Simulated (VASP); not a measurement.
## AlN (AlN (P6_3mc)): relaxation of cell and atoms with PBE

Crystal: AlN (AlN (P6_3mc)).

```
Al N
1.0
     3.12859    0.00000    0.00000
    -1.56429    2.70944    0.00000
     0.00000    0.00000    5.01696
Al N
2 2
Cartesian
  1.5643 0.9031 2.5049
  0.0000 1.8063 5.0134
  1.5643 0.9031 4.4185
  0.0000 1.8063 1.9100
```

- Program: VASP 6.6.1
- Task: relaxation of cell and atoms
- Functional: PBE
- Potentials or basis: VASP PAW PBE potentials, release 64 (Al, N)
- Cutoff: 600 eV
- k mesh: 10 × 10 × 6
- Occupations: gaussian, width 0.01 eV
- Spin: no spin polarisation
- Dipole correction: no
- Further INCAR settings: ALGO = Normal; EDIFF = 1e-07; IBRION = 2; EDIFFG = -0.005; NSW = 80; ISIF = 3

- Relaxed volume: 10.62 Å³/atom
- Relaxed cell: a = 3.128 Å, b = 3.128 Å, c = 5.016 Å, α = 90.00°, β = 90.00°, γ = 120.00°
- Space group after relaxing (to 0.05 Å): P6_3mc (No. 186)
- Energy gained by relaxing: 0.0 meV/atom
- Ionic steps: 3
- Pressure after relaxing: 0.0 GPa
- Band gap on the k mesh: 4.06 eV, direct

Final structure:
```cif
data_structure
_symmetry_space_group_name_H-M 'P 1'
_symmetry_Int_Tables_number 1
_cell_length_a 3.1278
_cell_length_b 3.1278
_cell_length_c 5.0155
_cell_angle_alpha 90.000
_cell_angle_beta 90.000
_cell_angle_gamma 120.000
_cell_volume 42.49
loop_
_atom_site_label
_atom_site_type_symbol
_atom_site_fract_x
_atom_site_fract_y
_atom_site_fract_z
_atom_site_occupancy
Al1 Al 0.66667 0.33333 0.49927 1
Al2 Al 0.33333 0.66667 0.99927 1
N1 N 0.66667 0.33333 0.88073 1
N2 N 0.33333 0.66667 0.38073 1
```

Levels at points of the mesh, in eV from the valence-band top:
| k point | band 5 | band 6 | band 7 | band 8 | band 9 | band 10 | band 11 | band 12 |
| --- | --- | --- | --- | --- | --- | --- | --- | --- |
| (0.00, 0.00, 0.00) | -0.84 | -0.20 | -0.20 | 0.00 | 4.06 | 6.53 | 10.47 | 11.05 |
| (0.50, 0.00, 0.00) | -3.30 | -2.05 | -1.75 | -0.68 | 5.77 | 5.77 | 8.04 | 10.16 |
| (0.00, 0.00, 0.50) | -0.53 | -0.53 | -0.53 | -0.53 | 6.33 | 6.33 | 10.18 | 10.18 |
| (0.50, 0.00, 0.50) | -1.44 | -1.44 | -1.35 | -1.35 | 5.25 | 5.25 | 9.16 | 9.16 |

Wall time 53 s on 1 thread of Intel(R) Xeon(R) Platinum 8375C CPU @ 2.90GHz (Ice Lake), with other jobs on the host, peak memory 0.19 GiB.

A k mesh can miss the band edges. As with any semilocal functional, this PBE gap is likely too small.
